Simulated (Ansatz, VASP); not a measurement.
## Two plane-wave programs on Li6GeBr2

Contents of INCAR:

```
SYSTEM = Li6GeBr2
  PREC = Accurate
  ENCUT = 520
  EDIFF = 1E-7
  ISMEAR = 0
  SIGMA = 0.1
  LREAL = .FALSE.
  LASPH = .TRUE.
  NELM = 80
  ALGO = Normal
  ISIF = 2
  LWAVE = .FALSE.
  LCHARG = .FALSE.
  GGA = PE
  NBANDS = 33
```

KPOINTS

```
regular mesh
0
G
  4 4 2
  0 0 0
```

Contents of POSCAR:

```
Li6GeBr2
1.0
    4.6194105900      0.0000000000      0.0000000000
    0.0000000000      4.6194105900      0.0000000000
    0.0000000000      0.0000000000      7.9576536800
Li Ge Br
6 1 2
Direct
    0.5000000000      0.5000000000      0.5000000000
    0.0000000000      0.5000000000      0.2042398600
    0.5000000000      0.0000000000      0.2042398600
    0.0000000000      0.5000000000      0.7957601400
    0.5000000000      0.0000000000      0.7957601400
    0.0000000000      0.0000000000      0.5000000000
    0.5000000000      0.5000000000      0.0000000000
    0.0000000000      0.0000000000      0.1855689800
    0.0000000000      0.0000000000      0.8144310200
```

Input for Ansatz:

```yaml
crystal:
  lattice:
    - [4.61941059, 0.0, 0.0]
    - [0.0, 4.61941059, 0.0]
    - [0.0, 0.0, 7.95765368]
  atoms:
    - { symbol: Li, position: [0.5, 0.5, 0.5] }
    - { symbol: Li, position: [0.0, 0.5, 0.20423986] }
    - { symbol: Li, position: [0.5, 0.0, 0.20423986] }
    - { symbol: Li, position: [0.0, 0.5, 0.79576014] }
    - { symbol: Li, position: [0.5, 0.0, 0.79576014] }
    - { symbol: Li, position: [0.0, 0.0, 0.5] }
    - { symbol: Ge, position: [0.5, 0.5, 0.0] }
    - { symbol: Br, position: [0.0, 0.0, 0.18556898] }
    - { symbol: Br, position: [0.0, 0.0, 0.81443102] }
basis:
  ecutwfc: 420
kpoints:
  mp_grid: { grid: [4, 4, 2] }
hamiltonian:
  xc: pbe
scf:
  occupations: { method: gaussian, width: 0.1 }
  lower_state_search: "off"
output:
  forces: true
  stress: true
  eigenvalues: true
```

Alike in both runs: task single point; functional PBE; k mesh 4 × 4 × 2; occupations gaussian, width 0.1 eV; no spin polarisation.

|  | VASP | Ansatz |
| --- | --- | --- |
| version | VASP 6.6.1 | Ansatz 0.2.0 |
| potentials or method | VASP PAW PBE potentials, release 64 (Li_sv, Ge_d, Br), cutoff 520 eV | scalar-relativistic, plane waves, PAW |
| valence electrons in the cell | 46 | 46 |

```csv
,VASP,Ansatz,Ansatz less VASP
gap on the k mesh at the Fermi level (eV),none,none,-
rms of the force components (eV/Å),0.382,0.382,+0.0002
```

Atom by atom the forces differ by 0.000 eV/Å (rms over components). A gap of «none» marks a metal or a gap that the smearing closes. The functional is the same, so the differences come from potentials, cutoffs and numerics.

The k mesh is coarse, so the values compare programs but aren't converged. Noted on VASP's run: the cutoff is short for stress, so the pressure is rough.
